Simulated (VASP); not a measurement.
# In (P6/mmm) in VASP: a series of runs, part 2 of 2

VASP 6.6.1. Earlier steps stand in the parts before.

### Step 3. Relaxation of cell and atoms, PBEsol, target pressure 320 GPa, at which the enthalpy is minimised

This run uses another cell than the first one, of 11.28 Å³/atom.

The input, INCAR:

```
PREC     = Accurate       # precision mode
ENCUT    = 600            # plane-wave cutoff, eV
EDIFF    = 1E-6           # SCF threshold, eV
ISMEAR   = -1             # smearing method
SIGMA    = 0.05           # smearing width, eV
LREAL    = False          # projectors in reciprocal space
LASPH    = True           # aspherical terms in the spheres
NELM     = 80             # most SCF steps
ALGO     = Normal         # electronic algorithm
ISIF     = 3              # what is computed and relaxed
LWAVE    = False          # write WAVECAR
LCHARG   = False          # write CHGCAR
GGA      = PS             # functional
IBRION   = 2              # ionic algorithm
NSW      = 32             # ionic steps
EDIFFG   = -0.005         # ionic threshold
PSTRESS  = 3200.0
```

The input, KPOINTS:

```
Automatic mesh
0
Gamma
  18 18 17
```

The input, POSCAR:

```
In
1.0
    2.3863148442      0.0000000000      0.0000000000
   -1.1931574221      2.0666092765      0.0000000000
    0.0000000000      0.0000000000      2.2864862526
In
1
Direct
    0.0000000000      0.0000000000      0.0000000000
```

Potentials or basis: VASP PAW PBE potentials, release 64 (In_d).

Launch:

```
> cat potpaw_PBE.64/In_d/POTCAR > POTCAR
> mpirun -np 1 vasp_std > vasp.out
```

OUTCAR:

```text
PREC = Accurate
   ENCUT = 600
   EDIFF = 1E-6
   ISMEAR = -1
   LREAL = False
   LASPH = True
   NELM = 80
   ISIF = 3
   GGA = PS
   IBRION = 2
   NSW = 32
   EDIFFG = -0.005
   PSTRESS = 3200.0

 ion  position               nearest neighbor table
   1  0.000  0.000  0.000-

  LATTYP: Found a hexagonal cell.
 ALAT       =     2.3863148442
 C/A-ratio  =     0.9581662110

  Lattice vectors:

 A1 = (   2.3863148442,   0.0000000000,   0.0000000000)
 A2 = (  -1.1931574221,   2.0666092765,   0.0000000000)
 A3 = (   0.0000000000,   0.0000000000,   2.2864862526)

Analysis of symmetry for initial positions (statically):
=====================================================================
 Subroutine PRICEL returns:
 Original cell was already a primitive cell.

 Routine SETGRP: Setting up the symmetry group for a
 hexagonal supercell.

 Subroutine GETGRP returns: Found 24 space group operations
 (whereof 24 operations were pure point group operations)
 out of a pool of 24 trial point group operations.

The static configuration has the point symmetry D_6h.

Analysis of symmetry for dynamics (positions and initial velocities):
=====================================================================
 Subroutine PRICEL returns:
 Original cell was already a primitive cell.

 Routine SETGRP: Setting up the symmetry group for a
 hexagonal supercell.

 Subroutine GETGRP returns: Found 24 space group operations
 (whereof 24 operations were pure point group operations)
 out of a pool of 24 trial point group operations.

The dynamic configuration has the point symmetry D_6h.

 Subroutine INISYM returns: Found 24 space group operations
 (whereof 24 operations are pure point group operations),
 and found     1 'primitive' translations

[... 137 lines left out ...]
  ext. energy  EPLUGINS =         0.00000000
  ---------------------------------------------------
  free energy    TOTEN  =         3.56870334 eV

  energy without entropy =        3.57034475  energy(sigma->0) =        3.56952404

------------------------ aborting loop because EDIFF is reached ----------------------------------------

  FORCE on cell =-STRESS in cart. coord.  units (eV):
  Direction    XX          YY          ZZ          XY          YZ          ZX
  --------------------------------------------------------------------------------------
  -------------------------------------------------------------------------------------
  Total       22.6946526     22.6946526     22.7147443      0.0000000      0.0000000      0.0000000
  in kB     3224.6264294   3224.6264293   3227.4812136      0.0000000      0.0000000      0.0000000
  external PRESSURE =      25.5780241 kB  Pullay stress =    3200.0000000 kB
[... 94 lines left out ...]
  energy  without entropy=        3.5199526160  energy(sigma->0) =        3.51913708

  enthalpy is  TOTEN    =        26.0898217394 eV   P V=       22.5715001877

[... ionic steps 4 to 13 ...]

--------------------------------------- Ionic step       14  -------------------------------------------

 number of electron      12.9999993 magnetization

------------------------ aborting loop because EDIFF is reached ----------------------------------------
[... 69 lines left out ...]
--------------------------------------- Ionic step       16  -------------------------------------------

 number of electron      12.9999993 magnetization

 Free energy of the ion-electron system (eV)
  ---------------------------------------------------
  ext. energy  EPLUGINS =         0.00000000
  ---------------------------------------------------
  free energy    TOTEN  =         3.51704355 eV

  energy without entropy =        3.51867459  energy(sigma->0) =        3.51785907

 E-fermi :  22.7126     XC(G=0): -15.0892

 val. band max:       22.6948097165   @ k =   0.0556  -0.0000   0.2941
 cond. band min:      22.7286791646   @ k =   0.2222   0.2222   0.4118
 fundamental gap:      0.0338694481
 Fermi energy:        22.7126457533

 k-point     1 :       0.0000    0.0000    0.0000
  band No.  band energies     occupation
      1       2.0687      2.00000
      2       4.2216      2.00000
      3       4.3385      2.00000
      4       4.3385      2.00000
      5       7.0197      2.00000
      6       7.0197      2.00000
      7      32.8272      0.00000
      8      33.8564      0.00000
      9      40.2030      0.00000
     10      40.2030      0.00000
[... 287 lines left out ...]
 k-point    24 :       0.3889    0.1111    0.0000
  band No.  band energies     occupation
      1       2.5858      2.00000
      2       3.5196      2.00000
      3       5.5553      2.00000
      4       6.5696      2.00000
      5       6.6148      2.00000
      6      13.6508      2.00000
      7      19.9341      2.00000
      8      28.3865      0.00000
      9      37.4813      0.00000
     10      41.7225      0.00000

 [... further k-points ...]

------------------------ aborting loop because EDIFF is reached ----------------------------------------

  FORCE on cell =-STRESS in cart. coord.  units (eV):
  Direction    XX          YY          ZZ          XY          YZ          ZX
  --------------------------------------------------------------------------------------
  -------------------------------------------------------------------------------------
  Total       22.5731738     22.5731738     22.5716268      0.0000000     -0.0000000      0.0000000
  in kB     3200.0561444   3200.0561444   3199.8368328      0.0000000     -0.0000000      0.0000000
  external PRESSURE =      -0.0169594 kB  Pullay stress =    3200.0000000 kB
[... 20 lines left out ...]
  energy  without entropy=        3.5186745939  energy(sigma->0) =        3.51785907

  enthalpy is  TOTEN    =        26.0898213144 eV   P V=       22.5727777667

 reached required accuracy - stopping structural energy minimisation
```

Run time: 3.8 min. Hardware: 1 thread of Intel Xeon 8259CL, shared host; peak memory 0.18 GiB.

Results:

- Free energy: 3.5170 eV
- Relaxed volume: 11.30 Å³/atom
- Relaxed cell: a = 2.388 Å, b = 2.388 Å, c = 2.288 Å, α = 90.00°, β = 90.00°, γ = 120.00°
- Space group after relaxing (to 0.1 Å): P6/mmm (No. 191)
- Energy change on relaxing (the run minimises the enthalpy): -51.7 meV/atom
- Ionic steps: 16
- Pressure after relaxing: 320.0 GPa
- Band gap on the k mesh: zero (an odd number of electrons rules out a gap without spin polarisation)

The path:
```
step  energy change (eV)  largest force (eV/Å)  pressure (GPa)  volume (Å³)
   1              0.0000                0.0000          322.56        11.28
   2             -0.5689                0.0000          293.05        11.57
   3             -0.0504                0.0000          320.08        11.30
   4             -0.0519                0.0000          320.05        11.30
   5             -0.0545                0.0000          319.82        11.30
   6             -0.0530                0.0000          319.89        11.30
   7             -0.0314                0.0000          321.14        11.29
   8             -0.0507                0.0000          320.06        11.30
   9             -0.0512                0.0000          320.05        11.30
  10             -0.0519                0.0000          320.02        11.30
  11             -0.0517                0.0000          320.01        11.30
  12             -0.0514                0.0000          320.01        11.30
  13             -0.0513                0.0000          320.03        11.30
  14             -0.0513                0.0000          320.02        11.30
  15             -0.0528                0.0000          319.96        11.30
  16             -0.0517                0.0000          320.00        11.30
```

Final structure:
```yaml
crystal:
  lattice:
    - [2.38800, 0.00000, 0.00000]
    - [-1.19400, 2.06807, 0.00000]
    - [0.00000, 0.00000, 2.28848]
  atoms:
    - { symbol: In, position: [0.00000, 0.00000, 0.00000] }
```

Levels at points of the mesh, in eV from the Fermi level:
| k point | band 4 | band 5 | band 6 | band 7 | band 8 | band 9 |
| --- | --- | --- | --- | --- | --- | --- |
| (0.00, 0.00, 0.00) | -18.37 | -15.69 | -15.69 | 10.11 | 11.14 | 17.49 |
| (0.50, 0.00, 0.00) | -16.03 | -15.42 | -8.99 | -4.00 | 7.98 | 14.28 |

Caveat: the cell is relaxed towards a set pressure, so the run minimises the enthalpy, not the energy; the PAW data sets were made with another functional, which shifts forces and pressure a little; spin-orbit coupling is left out, which moves the levels of the heavy elements.

### Step 4. Relaxation of cell and atoms, PBEsol, target pressure 320 GPa, at which the enthalpy is minimised

This run uses another cell than the first one: it holds 3 atoms, not 1.

The input, INCAR:

```
PREC = Accurate
ENCUT = 600
EDIFF = 1E-6
ISMEAR = -1
SIGMA = 0.05
LREAL = F
LASPH = T
NELM = 100
ALGO = Normal
ISIF = 3
LWAVE = F
LCHARG = F
GGA = PS
IBRION = 2
NSW = 60
EDIFFG = -0.005
PSTRESS = 3200.0
```

The input, KPOINTS:

```
Automatic mesh
0
Gamma
  9 9 13
```

The input, POSCAR:

```
In
1.0
    3.9536478476      0.0000000000      0.0000000000
   -1.9768239238      3.4239594737      0.0000000000
    0.0000000000      0.0000000000      2.4512616655
In
3
Direct
    0.0000000000      0.0000000000      0.0000000000
    0.3333333333      0.6666666667      0.5000000000
    0.6666666667      0.3333333333      0.5000000000
```

Launch:

```
> cat potpaw_PBE.64/In_d/POTCAR > POTCAR
> mpirun -np 1 vasp_std > vasp.out
```

Wall time 8.1 min (1 thread of Intel Xeon 8259CL, shared host); peak memory 0.2 GiB.

Results (log left out):

```
Free energy                                                : 10.2672 eV
Relaxed volume                                             : 11.13 Å³/atom
Relaxed cell                                               : a = 4.011 Å, b = 4.011 Å, c = 2.397 Å, α = 90.00°, β = 90.00°, γ = 120.00°
Space group after relaxing (to 0.1 Å)                      : P6/mmm (No. 191)
Energy change on relaxing (the run minimises the enthalpy) : -167.2 meV/atom
Ionic steps                                                : 14
Pressure after relaxing                                    : 320.0 GPa
```

The path:
```tsv
step	energy change (eV)	largest force (eV/Å)	pressure (GPa)	volume (Å³)
1	0.0000	0.0000	327.62	33.18
2	-4.3438	0.0000	251.73	35.67
3	-1.2063	0.0000	307.12	33.76
4	1.2334	0.0000	349.40	32.66
5	-0.7263	0.0000	316.04	33.51
6	-0.7134	0.0000	316.29	33.50
7	0.2091	0.0000	332.32	33.05
8	-0.5152	0.0000	319.79	33.40
9	-0.5112	0.0000	319.82	33.40
10	-0.5072	0.0000	319.90	33.40
11	-0.4893	0.0000	320.20	33.39
12	-0.4977	0.0000	320.07	33.39
13	-0.5098	0.0000	319.84	33.40
14	-0.5015	0.0000	320.01	33.39
```

Final structure:
```xyz
3
Lattice="4.0106 0.0000 0.0000 -2.0053 3.4733 0.0000 0.0000 0.0000 2.3972" Properties=species:S:1:pos:R:3 pbc="T T T"
In    0.0000    0.0000    0.0000
In    0.0000    2.3155    1.1986
In    2.0053    1.1578    1.1986
```

Levels at points of the mesh, in eV from the Fermi level:
| k point | band 15 | band 16 | band 17 | band 18 | band 19 | band 20 | band 21 | band 22 | band 23 |
| --- | --- | --- | --- | --- | --- | --- | --- | --- | --- |
| (0.00, 0.00, 0.00) | -16.12 | -16.12 | -3.43 | -3.43 | -3.35 | -3.35 | -1.93 | -1.65 | 6.93 |

Caveat: the cell is relaxed towards a set pressure, so the run minimises the enthalpy, not the energy; the highest band is partly filled, so the run has too few bands; the PAW data sets were made with another functional, which shifts forces and pressure a little; spin-orbit coupling is left out, which moves the levels of the heavy elements.

### Step 5. Relaxation of cell and atoms, PBEsol, target pressure 320 GPa, at which the enthalpy is minimised

This run uses another cell than the first one: it holds 3 atoms, not 1.

INCAR, as its differences from that of step 4:

```diff
@@ -2,3 +2,3 @@
 ENCUT = 600
-EDIFF = 1E-6
+EDIFF = 1E-7
 ISMEAR = -1
@@ -14,3 +14,3 @@
 IBRION = 2
-NSW = 60
+NSW = 32
 EDIFFG = -0.005
```

The input, KPOINTS:

```
regular mesh
0
Gamma
  9 9 13
```

The input, POSCAR:

```
In
1.0
    4.0084194503      0.0000000000      0.0000000000
   -2.0042097252      3.4713930730      0.0000000000
    0.0000000000      0.0000000000      2.3951308809
In
3
Direct
    0.0000000000      0.0000000000      0.0000000000
    0.3333333333      0.6666666667      0.5000000000
    0.6666666667      0.3333333333      0.5000000000
```

Launch:

```
> cat potpaw_PBE.64/In_d/POTCAR > POTCAR
> mpirun -np 1 vasp_std > vasp.out
```

Run time: 4.1 min. Hardware: 1 thread of Intel Xeon 8259CL, shared host; peak memory 0.2 GiB.

It converged, with:

```
Free energy                                                : 10.2686 eV
Relaxed volume                                             : 11.13 Å³/atom
Relaxed cell                                               : a = 4.011 Å, b = 4.011 Å, c = 2.397 Å, α = 90.00°, β = 90.00°, γ = 120.00°
Space group after relaxing (to 0.1 Å)                      : P6/mmm (No. 191)
Energy change on relaxing (the run minimises the enthalpy) : -42.8 meV/atom
Ionic steps                                                : 6
Pressure after relaxing                                    : 320.0 GPa
```

Step by step:
| step | energy change (eV) | largest force (eV/Å) | pressure (GPa) | volume (Å³) |
| --- | --- | --- | --- | --- |
| 1 | 0.0000 | 0.0000 | 322.31 | 33.33 |
| 2 | -1.4993 | 0.0000 | 295.85 | 34.11 |
| 3 | -0.1315 | 0.0000 | 319.98 | 33.39 |
| 4 | -0.1289 | 0.0000 | 320.03 | 33.39 |
| 5 | -0.1273 | 0.0000 | 320.04 | 33.39 |
| 6 | -0.1283 | 0.0000 | 320.03 | 33.39 |

Final structure:
```
In
1.0
     4.01058    0.00000    0.00000
    -2.00529    3.47327    0.00000
     0.00000    0.00000    2.39714
In
3
Cartesian
  0.0000 0.0000 2.3971
  0.0000 2.3155 1.1986
  2.0053 1.1578 1.1986
```

Levels at points of the mesh, in eV from the Fermi level:
```
           k point  band 15  band 16  band 17  band 18  band 19  band 20  band 21  band 22  band 23
(0.00, 0.00, 0.00)   -16.12   -16.12    -3.43    -3.43    -3.35    -3.35    -1.93    -1.65     6.93
```

Caveat: the cell is relaxed towards a set pressure, so the run minimises the enthalpy, not the energy; the highest band is partly filled, so the run has too few bands; the PAW data sets were made with another functional, which shifts forces and pressure a little; spin-orbit coupling is left out, which moves the levels of the heavy elements.

### Step 6. Summary

| cell | k mesh | gap on the mesh (eV) | pressure (GPa) |
| --- | --- | --- | --- |
| relaxed to 320 GPa from a = 2.392, b = 2.392, c = 2.248 Å, angles 90.0, 90.0, 120.0°, 1 atom, atomic positions A | 18 × 18 × 17 | none | 320.0 |
| relaxed to 320 GPa from a = 2.386, b = 2.386, c = 2.286 Å, angles 90.0, 90.0, 120.0°, 1 atom, atomic positions A | 18 × 18 × 17 | none | 320.0 |
| relaxed to 320 GPa from a = 3.954, b = 3.954, c = 2.451 Å, angles 90.0, 90.0, 120.0°, 3 atoms, atomic positions B | 9 × 9 × 13 | - | 320.0 |
| relaxed to 320 GPa from a = 4.008, b = 4.008, c = 2.395 Å, angles 90.0, 90.0, 120.0°, 3 atoms, atomic positions B | 9 × 9 × 13 | - | 320.0 |

Alike in all rows: task relaxation of cell and atoms; level PBEsol; potentials or basis VASP PAW PBE potentials, release 64 (In_d); no spin polarisation; cutoff (eV) 600; smearing fermi-dirac 0.05 eV.

Caveats: the cell is relaxed towards a set pressure, so the run minimises the enthalpy, not the energy; the PAW data sets were made with another functional, which shifts forces and pressure a little; spin-orbit coupling is left out, which moves the levels of the heavy elements; the highest band is partly filled, so the run has too few bands (at least some runs).

Total energies depend on the potentials used, so only differences within one code and one set of settings carry meaning.
